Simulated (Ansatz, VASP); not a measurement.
# Two plane-wave programs on BaS

```
CELL_PARAMETERS angstrom
0.00000 3.22568 3.22568
3.22568 0.00000 3.22568
3.22568 3.22568 0.00000
ATOMIC_POSITIONS crystal
Ba 0.00000 0.00000 0.00000
S 0.50000 0.50000 0.50000
```

Alike in both runs: task electric field gradients; functional r2SCAN; k mesh 7 × 7 × 7; occupations fermi-dirac, width 0.02 eV; no spin polarisation.

|  | VASP | Ansatz |
| --- | --- | --- |
| version | VASP 6.6.1 | Ansatz 0.2.0 |
| potentials or method | VASP PAW PBE potentials, release 64 (Ba_sv, S) | PAW with Ansatz's default frozen-core files, scalar-relativistic |
| plane-wave cutoff (eV) | 520 | 500 |
| valence electrons in the cell | 16 | 16 |

VASP gave:

| Property | Result |
| --- | --- |
| gap on the k mesh at the Fermi level (eV) | 2.57 |
| pressure (GPa) | 0.0 |

Q: Which values does Ansatz return?

A: gap on the k mesh at the Fermi level (eV): 2.65; pressure (GPa): -0.5.

VASP's potentials were made for PBE, not for r2SCAN. With one functional, cell and mesh, what is left measures potentials, basis and numerics.

Neither program's run includes spin-orbit coupling.
